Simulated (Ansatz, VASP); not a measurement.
## One calculation of Re, two programs

Contents of INCAR:

```
SYSTEM = Re
  PREC = Accurate
  ENCUT = 520
  EDIFF = 1E-6
  ISMEAR = -1
  SIGMA = 1.0
  LREAL = .False.
  LASPH = .True.
  NELM = 60
  ALGO = Normal
  ISIF = 2
  LWAVE = .False.
  LCHARG = .False.
  GGA = PE
  NBANDS = 14
```

File KPOINTS:

```
regular mesh
0
Gamma
  13 13 7
  0 0 0
```

Contents of POSCAR:

```
Re
1.0
    2.7768706464      0.0000000000      0.0000000000
   -1.3884353232      2.4048405228      0.0000000000
    0.0000000000      0.0000000000      4.4788142384
Re
2
Direct
    0.3333333333      0.6666666667      0.2500000000
    0.6666666667      0.3333333333      0.7500000000
```

Input for Ansatz:

```yaml
crystal:
  lattice:
    - [2.7768706464, 0.0, 0.0]
    - [-1.3884353232, 2.4048405228, 0.0]
    - [0.0, 0.0, 4.4788142384]
  atoms:
    - { symbol: Re, position: [0.3333333333, 0.6666666667, 0.25] }
    - { symbol: Re, position: [0.6666666667, 0.3333333333, 0.75] }
hamiltonian:
  xc: pbe
  pseudopotentials:
    kind: paw
    azcp:
      Re: "pseudopotentials/Re.paw.azcp"
basis:
  ecutwfc: 420
  fft_grid_basis: typed
kpoints:
  mp_grid: { grid: [13, 13, 7], shift: [0, 0, 0] }
magnetization:
  spin_polarized: false
scf:
  occupations: { method: fermi_dirac, width: 1.0 }
  lower_state_search: "off"
output:
  stress: true
  write_density: true
  write_potential: true
  elf: true
  volumetric_format: npy
```

Alike in both runs: task single point; functional PBE; k mesh 13 × 13 × 7; occupations fermi-dirac, width 1 eV; no spin polarisation.

|  | VASP | Ansatz |
| --- | --- | --- |
| version | VASP 6.6.1 | Ansatz 0.2.0 |
| potentials or method | VASP PAW PBE potentials, release 64 (Re), cutoff 520 eV | plane waves (420 eV) with PAW, scalar-relativistic |
| valence electrons in the cell | 14 | 30 |

|  | VASP | Ansatz | Ansatz less VASP |
| --- | --- | --- | --- |
| pressure (GPa) | 20.3 | 20.0 | -0.22 |
| traceless stress, the component that is largest in VASP (GPa) | -0.45 | -0.41 | +0.045 |

VASP's potentials hold 14 valence electrons a cell and Ansatz's 30, so a difference there can come from the potentials and not from the codes.

Neither program's run includes spin-orbit coupling.
